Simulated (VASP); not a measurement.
# InSb (I-4m2) in VASP: a series of runs, part 2 of 2

VASP 6.6.1. Earlier steps stand in the parts before.

### Step 3. Electric field gradients, LDA (equal xx and yy strain of -2 %)

INCAR

```
SYSTEM = InSb
PREC     = Accurate       ! precision mode
ENCUT    = 520            ! plane-wave cutoff, eV
EDIFF    = 1E-8           ! SCF threshold, eV
ISMEAR   = -1             ! smearing method
SIGMA    = 0.03           ! smearing width, eV
LREAL    = .FALSE.        ! projectors in reciprocal space
LASPH    = .TRUE.         ! aspherical terms in the spheres
NELM     = 80             ! most SCF steps
ALGO     = Normal         ! electronic algorithm
ISIF     = 2              ! what is computed and relaxed
LWAVE    = .FALSE.        ! write WAVECAR
LCHARG   = .FALSE.        ! write CHGCAR
GGA      = CA             ! functional
LEFG     = .TRUE.       
NBANDS   = 16             ! bands
```

KPOINTS

```
regular mesh
0
G
  10 10 10
  0 0 0
```

POSCAR

```
InSb
1.0
    0.0000000000      3.1743180000      3.2391000000
    3.1743180000      0.0000000000      3.2391000000
    3.1743180000      3.1743180000      0.0000000000
In Sb
1 1
Direct
    0.0000000000      0.0000000000      0.0000000000
    0.7500000000      0.7500000000      0.7500000000
```

Potentials or basis: VASP PAW LDA potentials, release 64 (In_d, Sb).

Started as:

```
cat potpaw_LDA.64/In_d/POTCAR potpaw_LDA.64/Sb/POTCAR > POTCAR
mpirun -np 1 vasp_std > vasp.out
```

OUTCAR:

```text
SYSTEM = InSb
   PREC = Accurate
   ENCUT = 520
   EDIFF = 1E-8
   ISMEAR = -1
   LREAL = .FALSE.
   LASPH = .TRUE.
   NELM = 80
   ISIF = 2
   GGA = CA

 ion  position               nearest neighbor table
   1  0.000  0.000  0.000-   2 2.77   2 2.77   2 2.77   2 2.77
   2  0.750  0.750  0.750-   1 2.77   1 2.77   1 2.77   1 2.77

  LATTYP: Found a body centered tetragonal cell.
 ALAT       =     4.4891635669
 C/A-ratio  =     1.4430750636

  Lattice vectors:

 A1 = (  -3.1743180000,   0.0000000000,   3.2391000000)
 A2 = (   3.1743180000,   0.0000000000,   3.2391000000)
 A3 = (   0.0000000000,   3.1743180000,  -3.2391000000)

Analysis of symmetry for initial positions (statically):
=====================================================================
 Subroutine PRICEL returns:
 Original cell was already a primitive cell.

 Routine SETGRP: Setting up the symmetry group for a
 body centered tetragonal supercell.

 Subroutine GETGRP returns: Found  8 space group operations
 (whereof  8 operations were pure point group operations)
 out of a pool of 16 trial point group operations.

The static configuration has the point symmetry D_2d.

Analysis of symmetry for dynamics (positions and initial velocities):
=====================================================================
 Subroutine PRICEL returns:
 Original cell was already a primitive cell.

 Routine SETGRP: Setting up the symmetry group for a
 body centered tetragonal supercell.

 Subroutine GETGRP returns: Found  8 space group operations
 (whereof  8 operations were pure point group operations)
 out of a pool of 16 trial point group operations.

The dynamic configuration has the point symmetry D_2d.

 Subroutine INISYM returns: Found  8 space group operations
 (whereof  8 operations are pure point group operations),
 and found     1 'primitive' translations

----------------------------------------------------------------------------------------

                                     Primitive cell

  volume of cell :      65.2763

  direct lattice vectors                    reciprocal lattice vectors
     0.000000000  3.174318000  3.239100000    -0.157514149  0.157514149  0.154363867
     3.174318000  0.000000000  3.239100000     0.157514149 -0.157514149  0.154363867
     3.174318000  3.174318000  0.000000000     0.157514149  0.157514149 -0.154363867

  length of vectors
     4.535202705  4.535202705  4.489163567     0.271015900  0.271015900  0.271015900

  position of ions in fractional coordinates (direct lattice)
     0.000000000  0.000000000  0.000000000
     0.750000000  0.750000000  0.750000000

  ion indices of the primitive-cell ions
   primitive index   ion index
                 1           1
                 2           2

----------------------------------------------------------------------------------------

 KPOINTS: regular mesh

Automatic generation of k-mesh.
 Grid dimensions read from file:
 generate k-points for:   10   10   10

[... 65 lines left out ...]
   EDIFFG = 0.1E-06   stopping-criterion for IOM
   NSW    =      0    number of steps for IOM
   IBRION =     -1    ionic relax: 0-MD 1-quasi-New 2-CG
   NFREE  =      0    steps in history (QN), initial steepest desc. (CG)
   ISIF   =      2    stress and relaxation
   ISYM   =      2    0-nonsym 1-usesym 2-fastsym
   POTIM  = 0.5000    time-step for ionic-motion
   TEBEG  =    0.0;   TEEND  =   0.0 temperature during run
   PSTRESS=    0.0 pullay stress
   NELECT =      18.0000    total number of electrons
   NUPDOWN=      -1.0000    fix difference up-down
   EMIN   =  10.00;   EMAX   =-10.00  energy-range for DOS
   EFERMI =   0.00;   METHOD = LEGACY
   ISMEAR =    -1;   SIGMA  =   0.03  broadening in eV -4-tet -1-fermi 0-gaus
   EFERMI_NEDOS =   21; number of points for ismear=-14 and -15
   IALGO  =     38    algorithm
   IMIX   =      4    mixing-type and parameters
     AMIX     =   0.40;   BMIX     =  1.00
     AMIX_MAG =   1.60;   BMIX_MAG =  1.00
  volume/ion in A,a.u.               =      32.64       220.25
  Fermi-wavevector in a.u.,A,eV,Ry     =   1.065567  2.013629 15.448492  1.135432
  Thomas-Fermi vector in A             =   2.201122
   LORBIT       =      0    0 simple, 1 ext, 2 COOP (PROOUT), +10 PAW based schemes
   GGA     = CA    functional components
   LHFCALC =     F    Hartree Fock is set to
   AEXX    =    0.0000 exact exchange contribution
   IVDW    =     0    specifies the selected vdW correction
   LEPSILON=     F    determine dielectric tensor
   LRPA    =     F    only Hartree local field effects (RPA)
 non-spin polarized calculation
  energy-cutoff  :      520.00
  volume of cell :       65.28
 maximum number of plane-waves:      1793
 NGX is ok and might be reduce to    36
   NGX = 17   NGY = 17   NGZ = 17

 number of electron      18.0000002 magnetization

 Free energy of the ion-electron system (eV)
  ---------------------------------------------------
  ext. energy  EPLUGINS =         0.00000000
  ---------------------------------------------------
  free energy    TOTEN  =        -8.20510026 eV

  energy without entropy =       -8.20498353  energy(sigma->0) =       -8.20504189

 E-fermi :   5.3771     XC(G=0):  -9.1640

 val. band max:        5.3715370616   @ k =   0.0000   0.0000   0.0000
 cond. band min:       5.8242252725   @ k =   0.5000  -0.0000   0.0000
 fundamental gap:      0.4526882109
 Fermi energy:         5.3771409726

 k-point     1 :       0.0000    0.0000    0.0000
  band No.  band energies     occupation
      1      -9.3210      2.00000
      2      -9.3173      2.00000
      3      -9.3173      2.00000
      4      -9.2198      2.00000
      5      -9.2186      2.00000
      6      -5.7036      2.00000
[... 433 lines left out ...]
      3      -9.2776      2.00000
      4      -9.2339      2.00000
      5      -9.2133      2.00000
      6      -4.2659      2.00000
[... 8 lines left out ...]
     15      15.0321      0.00000
     16      15.3648      0.00000

 [... further k-points ...]
[... 5 lines left out ...]
  --------------------------------------------------------------------------------------
  -------------------------------------------------------------------------------------
  Total        0.6761520      0.6761520      0.4291125      0.0000000      0.0000000      0.0000000
  in kB       16.5958581     16.5958581     10.5323800      0.0000000      0.0000000      0.0000000
  external PRESSURE =      14.5746987 kB  Pullay stress =       0.0000000 kB

 VOLUME and BASIS-vectors are now :
 -----------------------------------------------------------------------------
  energy-cutoff  :      520.00
  volume of cell :       65.28
      direct lattice vectors                 reciprocal lattice vectors
     0.000000000  3.174318000  3.239100000    -0.157514149  0.157514149  0.154363867
     3.174318000  0.000000000  3.239100000     0.157514149 -0.157514149  0.154363867
     3.174318000  3.174318000  0.000000000     0.157514149  0.157514149 -0.154363867

 POSITION                                       TOTAL-FORCE (eV/Angst)
 -----------------------------------------------------------------------------------
      0.00000      0.00000      0.00000         0.000000      0.000000     -0.000000
      4.76148      4.76148      4.85865        -0.000000     -0.000000      0.000000
 -----------------------------------------------------------------------------------
    total drift:                                0.000000      0.000000      0.000000

  FREE ENERGIE OF THE ION-ELECTRON SYSTEM (eV)
  ---------------------------------------------------
  free  energy   TOTEN  =        -8.2051002568 eV

  energy  without entropy=       -8.2049835294  energy(sigma->0) =       -8.20504189

 Electric field gradients (V/A^2)
---------------------------------------------------------------------
 ion       V_xx      V_yy      V_zz      V_xy      V_xz      V_yz
---------------------------------------------------------------------
   1       2.785     2.785    -5.570    -0.001    -0.000    -0.000
   2      -2.630    -2.630     5.259    -0.000    -0.000    -0.000
---------------------------------------------------------------------

 Electric field gradients after diagonalization (V/A^2)
 (convention: |V_zz| > |V_xx| > |V_yy|)
----------------------------------------------------------------------
 ion       V_xx      V_yy      V_zz     asymmetry (V_yy - V_xx)/ V_zz
----------------------------------------------------------------------
   1       2.786     2.785    -5.570       0.000
   2      -2.630    -2.629     5.259       0.000
----------------------------------------------------------------------

           NMR quadrupolar parameters

 Cq : quadrupolar parameter    Cq=e*Q*V_zz/h
 eta: asymmetry parameters     (V_yy - V_xx)/ V_zz
 Q  : nuclear electric quadrupole moment in mb (millibarn)
----------------------------------------------------------------------
 ion       Cq(MHz)       eta       Q (mb)
----------------------------------------------------------------------
   1      -0.013       0.000       1.000
   2       0.013       0.000       1.000
----------------------------------------------------------------------
```

Wall time 2.5 min (1 thread of Intel Xeon 8259CL, shared host); peak memory 0.26 GiB.

What came out:

* Free energy: -8.2051 eV
* Pressure: 1.5 GPa
* Band gap on the k mesh: zero (filled and empty bands touch)
* Largest electric field gradient by atom: In -5.6; Sb +5.3 V/Å²

Stress tensor (GPa, compression positive):
```
1.66 0.00 0.00
0.00 1.66 0.00
0.00 0.00 1.05
```

Levels at points of the mesh, in eV from the Fermi level:
| k point | band 7 | band 8 | band 9 | band 10 | band 11 | band 12 |
| --- | --- | --- | --- | --- | --- | --- |
| (0.00, 0.00, 0.00) | -0.17 | -0.11 | -0.01 | -0.01 | 2.85 | 2.85 |
| (0.50, 0.00, 0.00) | -5.91 | -1.19 | -1.05 | 0.45 | 3.68 | 3.78 |
| (0.50, 0.50, 0.00) | -6.26 | -2.38 | -2.38 | 1.21 | 1.29 | 8.23 |
| (0.50, 0.00, 0.50) | -6.17 | -2.50 | -2.49 | 1.10 | 1.13 | 8.19 |

Electric field gradients, principal values (V/Å²):
```tsv
atom	least	middle	greatest (by size)
1 In	2.785	2.786	-5.570
2 Sb	-2.629	-2.630	5.259
```

Caveat: the cell differs from its parent crystal (equal xx and yy strain of -2 %); semilocal functionals underestimate gaps, and a narrow one can read as zero; without QUAD_EFG the Cq values of the log hold for a quadrupole moment of 1 mb, not for the nuclei; spin-orbit coupling is left out, which moves the levels of the heavy elements.

The gap in the log of VASP goes by the Fermi energy; the results here count the filled bands.